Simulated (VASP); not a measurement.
# VN (d.b) (Fm-3m) in VASP: single point with PBE+D3(BJ)

Aim: the single point of VN (d.b) with PBE+D3(BJ).

All numbers are computed with VASP 6.6.1; they aren't measurements. Logs are shortened: lines on timing, memory, paths and dates and some standing lists are left out, and cuts for length are marked.

### 1 The cell of the first run

Symmetry: Fm-3m, No. 225, cubic system. Conventional cell: a = 4.080 Å, b = 4.080 Å, c = 4.080 Å, α = 90.00°, β = 90.00°, γ = 90.00°. Within 2.7 Å of V (site symmetry m-3m) lie 6 N at 2.04 Å. N (site symmetry m-3m) has 6 V at 2.04 Å within 2.7 Å.

### 2 Single point, PBE+D3(BJ)

File INCAR:

```
SYSTEM = VN
PREC = Accurate
ENCUT = 600
EDIFF = 1E-6
ISMEAR = 0
SIGMA = 0.1
LREAL = .False.
LASPH = .True.
NELM = 120
ALGO = Normal
ISIF = 2
LWAVE = .False.
LCHARG = .False.
GGA = PE
IVDW = 12
NBANDS = 16
GGA_COMPAT = .False.
```

File KPOINTS:

```
regular mesh
0
Gamma
  8 8 8
  0 0 0
```

File POSCAR:

```
VN
1.0
    0.0000000000      2.0400000000      2.0400000000
    2.0400000000      0.0000000000      2.0400000000
    2.0400000000      2.0400000000      0.0000000000
V N
1 1
Direct
    0.0000000000      0.0000000000      0.0000000000
    0.5000000000      0.5000000000      0.5000000000
```

Potentials or basis: VASP PAW PBE potentials, release 64 (V_sv, N).

On the command line:

```bash
$ cat potpaw_PBE.64/V_sv/POTCAR potpaw_PBE.64/N/POTCAR > POTCAR
$ mpirun -np 1 vasp_std > vasp.out
```

OUTCAR:

```text
SYSTEM = VN
   PREC = Accurate
   ENCUT = 600
   EDIFF = 1E-6
   ISMEAR = 0
   LREAL = .False.
   LASPH = .True.
   NELM = 120
   ISIF = 2
   GGA = PE
   IVDW = 12
 IVDW          = 12

 ion  position               nearest neighbor table
   1  0.000  0.000  0.000-   2 2.04   2 2.04   2 2.04   2 2.04   2 2.04   2 2.04
   2  0.500  0.500  0.500-   1 2.04   1 2.04   1 2.04   1 2.04   1 2.04   1 2.04

  LATTYP: Found a face centered cubic cell.
 ALAT       =     4.0800000000

  Lattice vectors:

 A1 = (   0.0000000000,   2.0400000000,   2.0400000000)
 A2 = (   2.0400000000,   0.0000000000,   2.0400000000)
 A3 = (   2.0400000000,   2.0400000000,   0.0000000000)

Analysis of symmetry for initial positions (statically):
=====================================================================
 Subroutine PRICEL returns:
 Original cell was already a primitive cell.

 Routine SETGRP: Setting up the symmetry group for a
 face centered cubic supercell.

 Subroutine GETGRP returns: Found 48 space group operations
 (whereof 48 operations were pure point group operations)
 out of a pool of 48 trial point group operations.

The static configuration has the point symmetry O_h .

Analysis of symmetry for dynamics (positions and initial velocities):
=====================================================================
 Subroutine PRICEL returns:
 Original cell was already a primitive cell.

 Routine SETGRP: Setting up the symmetry group for a
 face centered cubic supercell.

 Subroutine GETGRP returns: Found 48 space group operations
 (whereof 48 operations were pure point group operations)
 out of a pool of 48 trial point group operations.

The dynamic configuration has the point symmetry O_h .

 Subroutine INISYM returns: Found 48 space group operations
 (whereof 48 operations are pure point group operations),
 and found     1 'primitive' translations

----------------------------------------------------------------------------------------

                                     Primitive cell

  volume of cell :      16.9793

  direct lattice vectors                    reciprocal lattice vectors
     0.000000000  2.040000000  2.040000000    -0.245098039  0.245098039  0.245098039
     2.040000000  0.000000000  2.040000000     0.245098039 -0.245098039  0.245098039
     2.040000000  2.040000000  0.000000000     0.245098039  0.245098039 -0.245098039

  length of vectors
     2.884995667  2.884995667  2.884995667     0.424522257  0.424522257  0.424522257

  position of ions in fractional coordinates (direct lattice)
     0.000000000  0.000000000  0.000000000
[... 79 lines left out ...]
   LREAL  =      F    real-space projection
   EDIFFG = 0.1E-04   stopping-criterion for IOM
   NSW    =      0    number of steps for IOM
   IBRION =     -1    ionic relax: 0-MD 1-quasi-New 2-CG
   NFREE  =      0    steps in history (QN), initial steepest desc. (CG)
   ISIF   =      2    stress and relaxation
   ISYM   =      2    0-nonsym 1-usesym 2-fastsym
   POTIM  = 0.5000    time-step for ionic-motion
   TEBEG  =    0.0;   TEEND  =   0.0 temperature during run
   PSTRESS=    0.0 pullay stress
   NELECT =      18.0000    total number of electrons
   NUPDOWN=      -1.0000    fix difference up-down
   EMIN   =  10.00;   EMAX   =-10.00  energy-range for DOS
   EFERMI =   0.00;   METHOD = LEGACY
   ISMEAR =     0;   SIGMA  =   0.10  broadening in eV -4-tet -1-fermi 0-gaus
   EFERMI_NEDOS =   21; number of points for ismear=-14 and -15
   IALGO  =     38    algorithm
   IMIX   =      4    mixing-type and parameters
     AMIX     =   0.40;   BMIX     =  1.00
     AMIX_MAG =   1.60;   BMIX_MAG =  1.00
  volume/ion in A,a.u.               =       8.49        57.29
  Fermi-wavevector in a.u.,A,eV,Ry     =   1.669266  3.154455 37.911932  2.786448
  Thomas-Fermi vector in A             =   2.754969
   LORBIT       =      0    0 simple, 1 ext, 2 COOP (PROOUT), +10 PAW based schemes
   GGA     = PE    functional components
   LHFCALC =     F    Hartree Fock is set to
   AEXX    =    0.0000 exact exchange contribution
   IVDW    =    12    specifies the selected vdW correction
   LEPSILON=     F    determine dielectric tensor
   LRPA    =     F    only Hartree local field effects (RPA)
 non-spin polarized calculation
 Gauss-broadening in eV      SIGMA  =   0.10
  energy-cutoff  :      600.00
  volume of cell :       16.98
 maximum number of plane-waves:       588
   NGX = 11   NGY = 11   NGZ = 11

 number of electron      18.0000006 magnetization

 Free energy of the ion-electron system (eV)
  ---------------------------------------------------
  ext. energy  EPLUGINS =         0.00000000
  ---------------------------------------------------
  free energy    TOTEN  =       -19.28913237 eV

  energy without entropy =      -19.27651559  energy(sigma->0) =      -19.28282398

 E-fermi :  12.4823     XC(G=0): -13.7822

 val. band max:       12.4417485434   @ k =   0.2500   0.0000   0.0000
 cond. band min:      12.4984657177   @ k =  -0.3750   0.2500   0.0000
 fundamental gap:      0.0567171743
 Fermi energy:        12.4823017180

 k-point     1 :       0.0000    0.0000    0.0000
  band No.  band energies     occupation
      1     -53.0001      2.00000
      2     -26.6170      2.00000
      3     -26.6170      2.00000
      4     -26.6170      2.00000
      5      -5.7724      2.00000
      6      10.1433      2.00000
[... 433 lines left out ...]
      3     -26.8066      2.00000
      4     -26.7148      2.00000
      5      -3.1922      2.00000
      6       4.3145      2.00000
[... 8 lines left out ...]
     15      25.7311      0.00000
     16      26.7055      0.00000

 [... further k-points ...]

------------------------ aborting loop because EDIFF is reached ----------------------------------------

 Edisp (eV)   -0.94759

 E8    (eV) :    -0.3917

  FORCE on cell =-STRESS in cart. coord.  units (eV):
  Direction    XX          YY          ZZ          XY          YZ          ZX
  --------------------------------------------------------------------------------------
  -------------------------------------------------------------------------------------
  Total       0.03471     0.03471     0.03471     0.00000     0.00000     0.00000
  in kB       3.27570     3.27570     3.27570     0.00000     0.00000     0.00000
  external pressure =        3.28 kB  Pullay stress =        0.00 kB

 VOLUME and BASIS-vectors are now :
 -----------------------------------------------------------------------------
  energy-cutoff  :      600.00
  volume of cell :       16.98
      direct lattice vectors                 reciprocal lattice vectors
     0.000000000  2.040000000  2.040000000    -0.245098039  0.245098039  0.245098039
     2.040000000  0.000000000  2.040000000     0.245098039 -0.245098039  0.245098039
     2.040000000  2.040000000  0.000000000     0.245098039  0.245098039 -0.245098039

 POSITION                                       TOTAL-FORCE (eV/Angst)
 -----------------------------------------------------------------------------------
      0.00000      0.00000      0.00000         0.000000      0.000000      0.000000
      2.04000      2.04000      2.04000         0.000000      0.000000      0.000000
 -----------------------------------------------------------------------------------
    total drift:                                0.000000     -0.000000     -0.000000

  FREE ENERGIE OF THE ION-ELECTRON SYSTEM (eV)
  ---------------------------------------------------
  free  energy   TOTEN  =       -20.2367234950 eV

  energy  without entropy=      -20.2241067088  energy(sigma->0) =      -20.23041510
```

Run time: 17 s. Hardware: 1 thread of Intel Xeon 8259CL, shared host; peak memory 0.15 GiB.

What came out:

- Free energy: -20.2367 eV
- Pressure: 0.3 GPa
- Band gap on the k mesh: zero (band 9 reaches 13.06 eV, above the bottom of band 10 at 10.83 eV)
- Dispersion energy per atom: -0.474 eV

Levels at points of the mesh, in eV from the Fermi level:
```
           k point  band 6  band 7  band 8  band 9  band 10  band 11  band 12  band 13
(0.00, 0.00, 0.00)   -2.34   -2.34   -2.34   -1.65    -1.65    -1.65    -0.54    -0.54
(0.50, 0.00, 0.00)   -9.18   -6.34   -6.34    0.58     0.58     1.49     5.15     5.15
(0.50, 0.50, 0.00)   -6.84   -4.04   -3.79   -3.79     0.48     1.23     1.23     2.82
```

Caveat: the run has no spin polarisation, though such a crystal can be magnetic; pairwise dispersion overbinds metals, which lowers pressure and volume. With open d or f shells a metallic result of PBE can be an artefact of self-interaction; +U or a hybrid may open a gap.
